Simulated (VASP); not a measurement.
# WC (P1) in VASP: notebook

Runs on WC. Level: PBE. Tasks: single point.

Everything below comes from runs of VASP 6.6.1. Logs are shortened: lines on timing, memory, paths and dates and some standing lists are left out, and cuts for length are marked.

### 1 The cell of the first run

The typed cell holds 16 atoms: a = 5.802 Å, b = 5.024 Å, c = 5.659 Å, α = 90.00°, β = 90.00°, γ = 90.00°.

### 2 Single point, PBE

File INCAR:

```
PREC     = Accurate       # precision mode
ENCUT    = 520            # plane-wave cutoff, eV
EDIFF    = 1E-7           # SCF threshold, eV
ISMEAR   = -1             # smearing method
SIGMA    = 0.3            # smearing width, eV
LREAL    = Auto         
LASPH    = True           # aspherical terms in the spheres
NELM     = 100            # most SCF steps
ALGO     = Normal         # electronic algorithm
ISIF     = 2              # what is computed and relaxed
LWAVE    = False          # write WAVECAR
LCHARG   = True           # write CHGCAR
GGA      = PE             # functional
LELF     = True           # ELF
LVHAR    = True         
NBANDS   = 86             # bands
```

File KPOINTS:

```
regular mesh
0
Gamma
  2 2 2
```

File POSCAR:

```
WC
1.0
   -2.9008000000     -5.0243330000      0.0000000000
    4.3512000000     -2.5121660000      0.0000000000
    0.0000000000      0.0000000000      5.6590000000
W C
8 8
Direct
    0.7192188819      0.4961872892     -0.0490015904
    0.7079579563      0.4347178800      0.4679802085
    0.4935578420     -0.0157628728     -0.0269658950
    0.4681471200     -0.0687164080      0.5142251281
    0.2222981553      0.4359584687      0.0113447606
    0.1911063446      0.4977848144      0.4857041880
   -0.0101087240     -0.0542203040     -0.0135359604
   -0.0330103262     -0.0481835710      0.5110443541
    0.4146152052      0.6142249924      0.2207457148
    0.4033882216      0.5794375237      0.7371090299
    0.2232071537      0.1048628681      0.2083406962
    0.2141587240      0.0828349941      0.7169994699
   -0.0527441008      0.6499586119      0.2414560876
   -0.0428663337      0.6093843858      0.7199681923
    0.7128118760      0.0935430893      0.2683689698
    0.7345689871      0.1414638991      0.7802968722
```

Potentials or basis: VASP PAW PBE potentials, release 64 (W_sv, C).

On the command line:

```sh
$ cat potpaw_PBE.64/W_sv/POTCAR potpaw_PBE.64/C/POTCAR > POTCAR
$ mpirun -np 1 vasp_std > vasp.out
```

OUTCAR:

```text
PREC = Accurate
   ENCUT = 520
   EDIFF = 1E-7
   ISMEAR = -1
   LREAL = Auto
   LASPH = True
   NELM = 100
   ISIF = 2
   GGA = PE

 ion  position               nearest neighbor table
   1  0.719  0.496  0.951-  14 1.98  16 2.03  10 2.24  13 2.25   9 2.41  15 2.71   2 2.75   7 2.76
                             3 2.78   3 2.89   5 2.92   2 2.94   5 2.95   7 3.19
   2  0.708  0.435  0.468-  15 2.05  13 2.18  14 2.21  16 2.31   9 2.38  10 2.44   1 2.75   6 2.82
                             8 2.86   4 2.87   4 2.90   1 2.94   8 3.01   6 3.02
   3  0.494  0.984  0.973-  16 1.94  11 2.14  15 2.17  12 2.23   9 2.37  10 2.49   4 2.61   5 2.77
                             1 2.78   7 2.89   1 2.89   7 2.93   4 3.08   5 3.18
   4  0.468  0.931  0.514-  12 2.02  15 2.15  10 2.20   9 2.32  16 2.40  11 2.40   3 2.61   6 2.71
                             2 2.87   8 2.90   2 2.90   8 2.91   3 3.08   6 3.27
   5  0.222  0.436  0.011-   9 1.86  11 2.00  10 2.01  13 2.32  14 2.42  12 2.43   6 2.71   3 2.77
                             7 2.81   7 2.90   1 2.92   1 2.95   6 3.00   3 3.18
   6  0.191  0.498  0.486-  10 1.93  14 1.98   9 2.07  13 2.12  12 2.47  11 2.53   8 2.63   5 2.71
                             4 2.71   2 2.82   5 3.00   2 3.02   8 3.04   4 3.27
   7  0.990  0.946  0.986-  11 2.01  13 2.09  12 2.12  16 2.13  14 2.27  15 2.38   8 2.69   1 2.76
                             5 2.81   3 2.89   5 2.90   3 2.93   8 2.97   1 3.19
   8  0.967  0.952  0.511-  12 1.96  14 2.09  15 2.14  13 2.15  16 2.25  11 2.39   6 2.63   7 2.69
                             2 2.86   4 2.90   4 2.91   7 2.97   2 3.01   6 3.04
   9  0.415  0.614  0.221-   5 1.86   6 2.07   4 2.32   3 2.37   2 2.38   1 2.41
  10  0.403  0.579  0.737-   6 1.93   5 2.01   4 2.20   1 2.24   2 2.44   3 2.49
  11  0.223  0.105  0.208-   5 2.00   7 2.01   3 2.14   8 2.39   4 2.40   6 2.53
  12  0.214  0.083  0.717-   8 1.96   4 2.02   7 2.12   3 2.23   5 2.43   6 2.47
  13  0.947  0.650  0.241-   7 2.09   6 2.12   8 2.15   2 2.18   1 2.25   5 2.32
  14  0.957  0.609  0.720-   6 1.98   1 1.98   8 2.09   2 2.21   7 2.27   5 2.42
  15  0.713  0.094  0.268-   2 2.05   8 2.14   4 2.15   3 2.17   7 2.38   1 2.71
  16  0.735  0.141  0.780-   3 1.94   1 2.03   7 2.13   8 2.25   2 2.31   4 2.40

  LATTYP: Found a simple orthorhombic cell.
 ALAT       =     5.0243327369
 B/A-ratio  =     1.1263187166
 C/A-ratio  =     1.1547005978

  Lattice vectors:

 A1 = (   4.3512000000,  -2.5121660000,   0.0000000000)
 A2 = (   0.0000000000,   0.0000000000,   5.6590000000)
 A3 = (  -2.9008000000,  -5.0243330000,   0.0000000000)

Analysis of symmetry for initial positions (statically):
=====================================================================
 Subroutine PRICEL returns:
 Original cell was already a primitive cell.

 Routine SETGRP: Setting up the symmetry group for a
 simple orthorhombic supercell.

 Subroutine GETGRP returns: Found  1 space group operations
 (whereof  1 operations were pure point group operations)
 out of a pool of  8 trial point group operations.

The static configuration has the point symmetry C_1 .

Analysis of symmetry for dynamics (positions and initial velocities):
=====================================================================
 Subroutine PRICEL returns:
 Original cell was already a primitive cell.

 Routine SETGRP: Setting up the symmetry group for a
 simple orthorhombic supercell.

 Subroutine GETGRP returns: Found  1 space group operations
 (whereof  1 operations were pure point group operations)
 out of a pool of  8 trial point group operations.

The dynamic configuration has the point symmetry C_1 .

 Subroutine INISYM returns: Found  1 space group operations
 (whereof  1 operations are pure point group operations),
 and found     1 'primitive' translations

----------------------------------------------------------------------------------------

                                     Primitive cell

  volume of cell :     164.9551

  direct lattice vectors                    reciprocal lattice vectors
    -2.900800000 -5.024333000  0.000000000    -0.086183109 -0.149273553  0.000000000
     4.351200000 -2.512166000  0.000000000     0.172366252 -0.099515702  0.000000000
     0.000000000  0.000000000  5.659000000     0.000000000  0.000000000  0.176709666

  length of vectors
     5.801600015  5.024332737  5.659000000     0.172366243  0.199031404  0.176709666

  position of ions in fractional coordinates (direct lattice)
     0.719218882  0.496187289  0.950998410
     0.707957956  0.434717880  0.467980209
     0.493557842  0.984237127  0.973034105
     0.468147120  0.931283592  0.514225128
     0.222298155  0.435958469  0.011344761
     0.191106345  0.497784814  0.485704188
[... 8 lines left out ...]
     0.712811876  0.093543089  0.268368970
     0.734568987  0.141463899  0.780296872

  ion indices of the primitive-cell ions
   primitive index   ion index
                 1           1
                 2           2
                 3           3
                 4           4
                 5           5
                 6           6
[... 8 lines left out ...]
                15          15
                16          16

----------------------------------------------------------------------------------------

 KPOINTS: regular mesh

Automatic generation of k-mesh.
 Grid dimensions read from file:
 generate k-points for:    2    2    2

 Generating k-lattice:

  Cartesian coordinates                     Fractional coordinates (reciprocal lattice)
    -0.043091555 -0.074636776  0.000000000     0.500000000  0.000000000  0.000000000
     0.086183126 -0.049757851  0.000000000    -0.000000000  0.500000000  0.000000000
     0.000000000  0.000000000  0.088354833     0.000000000  0.000000000  0.500000000

  Length of vectors
     0.086183122  0.099515702  0.088354833

  Shift w.r.t. Gamma in fractional coordinates (k-lattice)
     0.000000000  0.000000000  0.000000000

 Subroutine IBZKPT returns following result:
 ===========================================

 Found      8 irreducible k-points:

 Following reciprocal coordinates:
            Coordinates               Weight
  0.000000  0.000000  0.000000      1.000000
  0.500000 -0.000000  0.000000      1.000000
  0.000000  0.500000  0.000000      1.000000
  0.500000  0.500000  0.000000      1.000000
  0.000000  0.000000  0.500000      1.000000
  0.500000 -0.000000  0.500000      1.000000
  0.000000  0.500000  0.500000      1.000000
  0.500000  0.500000  0.500000      1.000000
   k-points           NKPTS =      8   k-points in BZ     NKDIM =      8   number of bands    NBANDS=     86
   number of dos      NEDOS =    301   number of ions     NIONS =     16
   total plane-waves  NPLWV =  80640
   dimension x,y,z NGX =    48 NGY =   40 NGZ =   42
   dimension x,y,z NGXF=    96 NGYF=   80 NGZF=   84
   ions per type =               8   8
   NGX,Y,Z   is equivalent  to a cutoff of  13.75, 13.24, 12.34 a.u.
   NGXF,Y,Z  is equivalent  to a cutoff of  27.51, 26.47, 24.68 a.u.
 SYSTEM =  unknown system
   PREC   = accura    normal or accurate (medium, high low for compatibility)
   ISTART =      0    job   : 0-new  1-cont  2-samecut
   ICHARG =      2    charge: 1-file 2-atom 10-const
   ISPIN  =      1    spin polarized calculation?
   LNONCOLLINEAR =      F non collinear calculations
   LSORBIT =      F    spin-orbit coupling
   LASPH  =      T    aspherical Exc in radial PAW
   ENCUT  =  520.0 eV  38.22 Ry    6.18 a.u.  10.79  9.34 10.52*2*pi/ulx,y,z
   NELM   =    100;   NELMIN=  2; NELMDL= -5     # of ELM steps
   EDIFF  = 0.1E-06   stopping-criterion for ELM
   LREAL  =      T    real-space projection
   EDIFFG = 0.1E-05   stopping-criterion for IOM
   NSW    =      0    number of steps for IOM
   IBRION =     -1    ionic relax: 0-MD 1-quasi-New 2-CG
   NFREE  =      0    steps in history (QN), initial steepest desc. (CG)
   ISIF   =      2    stress and relaxation
   ISYM   =      2    0-nonsym 1-usesym 2-fastsym
   POTIM  = 0.5000    time-step for ionic-motion
   TEBEG  =    0.0;   TEEND  =   0.0 temperature during run
   PSTRESS=    0.0 pullay stress
   NELECT =     144.0000    total number of electrons
   NUPDOWN=      -1.0000    fix difference up-down
   EMIN   =  10.00;   EMAX   =-10.00  energy-range for DOS
   EFERMI =   0.00;   METHOD = LEGACY
   ISMEAR =    -1;   SIGMA  =   0.30  broadening in eV -4-tet -1-fermi 0-gaus
   EFERMI_NEDOS =   21; number of points for ismear=-14 and -15
   IALGO  =     38    algorithm
   IMIX   =      4    mixing-type and parameters
     AMIX     =   0.40;   BMIX     =  1.00
     AMIX_MAG =   1.60;   BMIX_MAG =  1.00
  volume/ion in A,a.u.               =      10.31        69.57
  Fermi-wavevector in a.u.,A,eV,Ry     =   1.564613  2.956691 33.307266  2.448015
  Thomas-Fermi vector in A             =   2.667211
   LORBIT       =      0    0 simple, 1 ext, 2 COOP (PROOUT), +10 PAW based schemes
   GGA     = PE    functional components
   LHFCALC =     F    Hartree Fock is set to
   AEXX    =    0.0000 exact exchange contribution
   IVDW    =     0    specifies the selected vdW correction
   LEPSILON=     F    determine dielectric tensor
   LRPA    =     F    only Hartree local field effects (RPA)
 non-spin polarized calculation
  energy-cutoff  :      520.00
  volume of cell :      164.96
 maximum number of plane-waves:      4472
 NGX is ok and might be reduce to    48
   NGX = 21   NGY = 19   NGZ = 21

 number of electron     143.9999997 magnetization

 Free energy of the ion-electron system (eV)
  ---------------------------------------------------
  ext. energy  EPLUGINS =         0.00000000
  ---------------------------------------------------
  free energy    TOTEN  =      -170.49616005 eV

  energy without entropy =     -169.07083060  energy(sigma->0) =     -169.78349532

 E-fermi :  11.6269     XC(G=0): -13.7844

 val. band max:       11.6033763914   @ k =   0.0000   0.5000   0.0000
 cond. band min:      11.7246450719   @ k =   0.0000   0.5000   0.5000
 fundamental gap:      0.1212686805
 Fermi energy:        11.6269147800

 k-point     1 :       0.0000    0.0000    0.0000
  band No.  band energies     occupation
      1     -62.7867      2.00000
      2     -62.6463      2.00000
      3     -62.6063      2.00000
      4     -62.5862      2.00000
      5     -62.5359      2.00000
      6     -62.5060      2.00000
[... 76 lines left out ...]
     83      14.9740      0.00003
     84      15.1144      0.00002

 k-point     2 :       0.5000   -0.0000    0.0000
  band No.  band energies     occupation
      1     -62.7857      2.00000
      2     -62.6356      2.00000
      3     -62.6136      2.00000
      4     -62.5895      2.00000
      5     -62.5309      2.00000
      6     -62.5115      2.00000
[... 511 lines left out ...]
     83      14.9838      0.00003
     84      15.1030      0.00002

 k-point     8 :       0.5000    0.5000    0.5000
  band No.  band energies     occupation
      1     -62.7813      2.00000
      2     -62.6249      2.00000
      3     -62.6112      2.00000
      4     -62.5918      2.00000
      5     -62.5294      2.00000
      6     -62.5071      2.00000
[... 76 lines left out ...]
     83      15.1521      0.00002
     84      15.3064      0.00001
 [bands above 84 left out]

------------------------ aborting loop because EDIFF is reached ----------------------------------------

  FORCE on cell =-STRESS in cart. coord.  units (eV):
  Direction    XX          YY          ZZ          XY          YZ          ZX
  --------------------------------------------------------------------------------------
  -------------------------------------------------------------------------------------
  Total       27.1428501     35.9906911     36.5073561     -3.5379134     -1.1264600      3.2123597
  in kB      263.6332354    349.5705990    354.5888654    -34.3630666    -10.9410872     31.2010265
  external PRESSURE =     322.5975666 kB  Pullay stress =       0.0000000 kB

 VOLUME and BASIS-vectors are now :
 -----------------------------------------------------------------------------
  energy-cutoff  :      520.00
  volume of cell :      164.96
      direct lattice vectors                 reciprocal lattice vectors
    -2.900800000 -5.024333000  0.000000000    -0.086183109 -0.149273553  0.000000000
     4.351200000 -2.512166000  0.000000000     0.172366252 -0.099515702  0.000000000
     0.000000000  0.000000000  5.659000000     0.000000000  0.000000000  0.176709666

 POSITION                                       TOTAL-FORCE (eV/Angst)
 -----------------------------------------------------------------------------------
      0.07270     -4.86010      5.38170        -0.587037      3.121321      4.887420
     -0.16210     -4.64910      2.64830         2.309427      0.091491      1.313820
      2.85090     -4.95237      5.50640        -1.216221      5.117148      4.764885
      2.69420     -4.69167      2.91000         0.301518     -0.767310     -5.027873
      1.25210     -2.21210      0.06420         2.878691      3.871278     -5.061936
      1.61160     -2.21070      2.74860        -7.379047      3.188282     -1.618988
[... 8 lines left out ...]
     -1.66070     -3.81640      1.51870         0.570919     -0.599648     -1.557872
     -1.51530     -4.04610      4.41570        -1.161693     -0.601890     -4.695098
 -----------------------------------------------------------------------------------
    total drift:                               -0.014839      0.012050      0.017247

  FREE ENERGIE OF THE ION-ELECTRON SYSTEM (eV)
  ---------------------------------------------------
  free  energy   TOTEN  =      -170.4961600468 eV

  energy  without entropy=     -169.0708305988  energy(sigma->0) =     -169.78349532
```

Wall time 2.6 min (1 thread of Intel Xeon 6975P-C (Granite Rapids), shared host); peak memory 0.3 GiB.

What came out:

```
Free energy            : -170.4962 eV
Pressure               : 32.3 GPa
Largest force          : 8.200 eV/Å
Band gap on the k mesh : zero (band 72 reaches 11.60 eV, above the bottom of band 73 at 11.59 eV)
```

Forces on the atoms (eV/Å):
```
W   -0.587  3.121  4.887
W    2.309  0.091  1.314
W   -1.216  5.117  4.765
W    0.302 -0.767 -5.028
W    2.879  3.871 -5.062
W   -7.379  3.188 -1.619
W    2.357  1.633  1.010
W    2.166  0.538 -4.559
C   -0.370 -6.879  2.932
C   -0.803 -6.619  0.352
C   -0.303 -0.374  3.660
C    1.855 -2.744  2.906
C   -1.791  1.289 -0.920
C    1.173 -0.262  1.615
C    0.571 -0.600 -1.558
C   -1.162 -0.602 -4.695
```

Stress tensor (GPa, compression positive):
```
26.36 -3.44  3.12
-3.44 34.96 -1.09
 3.12 -1.09 35.46
```

Caveat: the k points lie up to 0.63 Å⁻¹ apart; spin-orbit coupling is left out, which moves the levels of the heavy elements; forces of over 1 eV/Å act on the atoms, so gaps and moduli don't describe the material at rest.

### 3 Single point, PBE

This run uses another cell than the first one, of 10.88 Å³/atom, 1.056 times its volume.

File INCAR:

```
PREC = Accurate ; ENCUT = 520
EDIFF = 1E-6 ; ISMEAR = -1
SIGMA = 0.3 ; LREAL = Auto
LASPH = T ; NELM = 80
ALGO = Normal ; ISIF = 2
LWAVE = F ; LCHARG = F
GGA = PE ; NBANDS = 86
```

File KPOINTS:

```
Automatic mesh
0
Gamma
  2 2 2
```

File POSCAR:

```
WC
1.0
   -2.9967200000     -5.1904700000      0.0000000000
    4.5013810000     -2.5988730000      0.0000000000
    0.0000000000      0.0000000000      5.5904940000
W C
8 8
Direct
    0.7150105547      0.4870030841      0.0005724002
    0.7309525674      0.4986825549      0.5005818806
    0.4879138714     -0.0175854350      0.0215007833
    0.4547194927     -0.0462153730      0.5038195193
    0.2280213288      0.4216297346      0.0245058845
    0.2127148155      0.5294256900      0.5102947968
   -0.0191833651     -0.0571129558      0.0213934583
   -0.0685110474      0.0008867444      0.5148024486
    0.4599029734      0.6335390047      0.2635366392
    0.4654928129      0.6549660254      0.8120928133
    0.2226111157      0.1318047023      0.2212863479
    0.1956183461      0.1114132330      0.7427071740
   -0.0449148166      0.6184330700      0.2674361157
   -0.0332191881      0.6348610337      0.7557113915
    0.7156213165      0.1573332076      0.2390844172
    0.7050389668      0.1532650475      0.7351765336
```

Potentials or basis: VASP PAW PBE potentials, release 64 (W_sv, C).

On the command line:

```sh
$ cat potpaw_PBE.64/W_sv/POTCAR potpaw_PBE.64/C/POTCAR > POTCAR
$ mpirun -np 1 vasp_std > vasp.out
```

It took 2.4 min on 1 thread of Intel Xeon 6975P-C (Granite Rapids), shared host; peak memory 0.31 GiB.

It converged, with:

- Free energy: -173.2198 eV
- Pressure: 7.8 GPa
- Largest force: 8.495 eV/Å
- Band gap on the k mesh: zero (band 72 reaches 10.98 eV, above the bottom of band 73 at 10.83 eV)

Forces on the atoms (eV/Å):
```
W   -2.285  0.220  1.116
W   -0.466  4.042  2.008
W    0.288  2.264 -2.730
W    2.852 -1.845  1.572
W    7.001 -1.923 -4.411
W   -4.261  2.510  1.698
W    2.780  0.331 -2.010
W   -3.833 -1.713 -1.421
C   -0.094 -1.165 -0.369
C   -0.190  0.810 -4.162
C   -3.009  1.520  5.270
C    0.446 -1.963  0.988
C    0.577 -2.618 -1.959
C    0.722 -0.209  0.876
C   -1.103 -0.695  1.750
C    0.575  0.432  1.786
```

Stress tensor (GPa, compression positive):
```
-0.20 -1.36 -0.48
-1.36  1.27  2.00
-0.48  2.00 22.43
```

Levels at points of the mesh, in eV from the Fermi level:
```
           k point  band 68  band 69  band 70  band 71  band 72  band 73  band 74  band 75  band 76  band 77
(0.00, 0.00, 0.00)    -1.38    -0.80    -0.68    -0.37     0.11     0.36     0.70     0.94     1.31     1.44
(0.50, 0.00, 0.00)    -1.52    -0.93    -0.85    -0.44    -0.26     0.36     0.40     0.52     0.75     1.25
(0.00, 0.50, 0.00)    -1.55    -1.47    -0.88    -0.21    -0.03     0.63     1.02     1.40     1.81     1.90
(0.50, 0.50, 0.00)    -1.85    -1.61    -1.42    -1.16    -1.09     0.85     1.01     1.25     1.45     1.58
(0.00, 0.00, 0.50)    -1.22    -1.02    -0.68    -0.15    -0.12     0.16     0.22     0.95     1.62     1.72
(0.50, 0.00, 0.50)    -1.25    -1.18    -1.00    -0.56    -0.19    -0.04     0.02     0.49     0.74     1.67
(0.00, 0.50, 0.50)    -1.34    -1.24    -1.11    -0.80    -0.67     0.13     0.36     0.63     1.07     1.95
(0.50, 0.50, 0.50)    -1.81    -1.45    -1.35    -1.09    -0.84     0.57     0.82     1.14     1.29     1.37
```

Caveat: the k points lie up to 0.60 Å⁻¹ apart; spin-orbit coupling is left out, which moves the levels of the heavy elements; forces of over 1 eV/Å act on the atoms, so gaps and moduli don't describe the material at rest.

(Part 1 of 2 ends here.)
